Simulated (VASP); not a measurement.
# HfC (I4/mmm) in VASP: further runs, part 2 of 2

VASP 6.6.1. The steps go on from the part before.

### Step 6. Single point, PBE (strain +0.1000 x Voigt [0, 1, 0, 0, 0, 0])

Contents of INCAR:

```
PREC     = Accurate       # precision mode
ENCUT    = 520            # plane-wave cutoff, eV
EDIFF    = 1E-6           # SCF threshold, eV
ISMEAR   = 0              # smearing method
SIGMA    = 0.15           # smearing width, eV
LREAL    = False          # projectors in reciprocal space
LASPH    = True           # aspherical terms in the spheres
NELM     = 80             # most SCF steps
ALGO     = Normal         # electronic algorithm
ISIF     = 2              # what is computed and relaxed
LWAVE    = False          # write WAVECAR
LCHARG   = False          # write CHGCAR
GGA      = PE             # functional
NBANDS   = 14             # bands
```

Contents of KPOINTS:

```
Automatic mesh
0
Gamma
  18 18 18
```

Contents of POSCAR:

```
HfC
1.0
    0.0000000000      2.5575000000      2.3250000000
    2.3250000000      0.0000000000      2.3250000000
    2.3250000000      2.5575000000      0.0000000000
Hf C
1 1
Direct
    0.5000000000      0.5000000000      0.5000000000
    0.0000000000      0.0000000000      0.0000000000
```

Potentials or basis: VASP PAW PBE potentials, release 64 (Hf_pv, C).

The run is started by

```sh
> cat potpaw_PBE.64/Hf_pv/POTCAR potpaw_PBE.64/C/POTCAR > POTCAR
> mpirun -np 1 vasp_std > vasp.out
```

OUTCAR:

```text
PREC = Accurate
   ENCUT = 520
   EDIFF = 1E-6
   ISMEAR = 0
   LREAL = False
   LASPH = True
   NELM = 80
   ISIF = 2
   GGA = PE

 ion  position               nearest neighbor table
   1  0.500  0.500  0.500-   2 2.33   2 2.33   2 2.33   2 2.33   2 2.56   2 2.56
   2  0.000  0.000  0.000-   1 2.33   1 2.33   1 2.33   1 2.33   1 2.56   1 2.56

  LATTYP: Found a body centered tetragonal cell.
 ALAT       =     3.2880465325
 C/A-ratio  =     1.5556349186

  Lattice vectors:

 A1 = (   0.0000000000,  -2.5575000000,   2.3250000000)
 A2 = (   0.0000000000,  -2.5575000000,  -2.3250000000)
 A3 = (   2.3250000000,   2.5575000000,   0.0000000000)

Analysis of symmetry for initial positions (statically):
=====================================================================
 Subroutine PRICEL returns:
 Original cell was already a primitive cell.

 Routine SETGRP: Setting up the symmetry group for a
 body centered tetragonal supercell.

 Subroutine GETGRP returns: Found 16 space group operations
 (whereof 16 operations were pure point group operations)
 out of a pool of 16 trial point group operations.

The static configuration has the point symmetry D_4h.

[... 168 lines left out ...]
 k-point     1 :       0.0000    0.0000    0.0000
  band No.  band energies     occupation
      1     -24.8729      2.00000
      2     -24.6898      2.00000
      3     -24.6898      2.00000
      4      -6.6045      2.00000
      5       5.9863      0.00000
      6       6.0312      0.00000
      7       6.3036      0.00000
      8       6.3036      0.00000
      9       6.9464      0.00000
     10       6.9464      0.00000
     11       7.2271      0.00000
     12       8.9108      0.00000
     13      11.7041      0.00000
     14      16.0499      0.00000
[... 377 lines left out ...]
      1     -25.0065      2.00000
      2     -24.8193      2.00000
      3     -24.7109      2.00000
      4      -5.4242      2.00000
      5       2.4599      2.00000
      6       3.5434      2.00000
      7       3.9854      2.00000
      8       7.6585      0.00000
      9       7.8954      0.00000
     10       8.5714      0.00000
     11      11.0910      0.00000
     12      12.1006      0.00000
     13      14.0090      0.00000
     14      18.2368      0.00000

 [... further k-points ...]
[... 5 lines left out ...]
  --------------------------------------------------------------------------------------
  -------------------------------------------------------------------------------------
  Total       -1.5420096     -5.0655063     -1.5420096      0.0000000      0.0000000      0.0000000
  in kB      -89.3523788   -293.5228329    -89.3523788      0.0000000      0.0000000      0.0000000
  external PRESSURE =    -157.4091968 kB  Pullay stress =       0.0000000 kB

 VOLUME and BASIS-vectors are now :
 -----------------------------------------------------------------------------
  energy-cutoff  :      520.00
  volume of cell :       27.65
      direct lattice vectors                 reciprocal lattice vectors
     0.000000000  2.557500000  2.325000000    -0.215053763  0.195503421  0.215053763
     2.325000000  0.000000000  2.325000000     0.215053763 -0.195503421  0.215053763
     2.325000000  2.557500000  0.000000000     0.215053763  0.195503421 -0.215053763

 POSITION                                       TOTAL-FORCE (eV/Angst)
 -----------------------------------------------------------------------------------
      2.32500      2.55750      2.32500         0.000000      0.000000      0.000000
      0.00000      0.00000      0.00000         0.000000     -0.000000      0.000000
 -----------------------------------------------------------------------------------
    total drift:                                0.000000      0.000000      0.000000

  FREE ENERGIE OF THE ION-ELECTRON SYSTEM (eV)
  ---------------------------------------------------
  free  energy   TOTEN  =       -20.7653606616 eV

  energy  without entropy=      -20.7619706739  energy(sigma->0) =      -20.76366567
```

OSZICAR:

```text
N       E                     dE             d eps       ncg     rms          rms(c)
DAV:   1     0.225997541420E+02    0.22600E+02   -0.76933E+03 13520   0.970E+02
DAV:   2    -0.224771915907E+02   -0.45077E+02   -0.41960E+02 17496   0.195E+02
DAV:   3    -0.241123221900E+02   -0.16351E+01   -0.16290E+01 16266   0.270E+01
DAV:   4    -0.241209213616E+02   -0.85992E-02   -0.85984E-02 15772   0.243E+00
DAV:   5    -0.241209833603E+02   -0.61999E-04   -0.61998E-04 16324   0.187E-01    0.501E+01
DAV:   6    -0.208787817295E+02    0.32422E+01   -0.13059E+01 14934   0.184E+01    0.370E+01
DAV:   7    -0.207891790676E+02    0.89603E-01   -0.68731E-01 15668   0.547E+00    0.243E+01
DAV:   8    -0.207779599363E+02    0.11219E-01   -0.13674E-01 15552   0.282E+00    0.781E+00
DAV:   9    -0.207656568074E+02    0.12303E-01   -0.40853E-02 15498   0.121E+00    0.202E+00
DAV:  10    -0.207653597378E+02    0.29707E-03   -0.20020E-03 16584   0.319E-01    0.221E-01
DAV:  11    -0.207653596788E+02    0.59042E-07   -0.10235E-04 15942   0.802E-02    0.522E-02
DAV:  12    -0.207653606616E+02   -0.98279E-06   -0.27088E-06 16422   0.150E-02
   1 F= -.20765361E+02 E0= -.20763666E+02  d E =-.338999E-02
```

It took 2 min on 1 thread of Intel Xeon Platinum 8259CL at 2.50GHz (Skylake/Cascade Lake), shared host; peak memory 0.31 GiB.

Results:

* Free energy: -20.7654 eV
* Pressure: -15.7 GPa
* Band gap on the k mesh: zero (band 7 reaches 6.30 eV, above the bottom of band 8 at 4.73 eV)

Caveat: the cell differs from its parent crystal (strain +0.1000 x Voigt [0, 1, 0, 0, 0, 0]); spin-orbit coupling is left out, which moves the levels of the heavy elements.

### Step 7. Overview

```tsv
cell	gap on the mesh (eV)	pressure (GPa)
a = 3.128, b = 3.288 Å, angles 58.3, 63.4, 58.3°, 2 atoms	none	36.8
a = 3.167, b = 3.288 Å, angles 58.7, 62.5, 58.7°, 2 atoms	none	24.5
a = 3.207, b = 3.288 Å, angles 59.2, 61.7, 59.2°, 2 atoms	none	14.4
a = 3.435, b = 3.288 Å, angles 61.4, 57.2, 61.4°, 2 atoms	none	-14.6
a = 3.456, b = 3.288 Å, angles 61.6, 56.8, 61.6°, 2 atoms	none	-15.7
```

Alike in all rows: task single point; level PBE; potentials or basis VASP PAW PBE potentials, release 64 (Hf_pv, C); no spin polarisation; k mesh 18 × 18 × 18; cutoff (eV) 520; smearing gaussian 0.15 eV.

Caveats: spin-orbit coupling is left out, which moves the levels of the heavy elements.

Absolute energies hang on the potentials; compare differences alone.
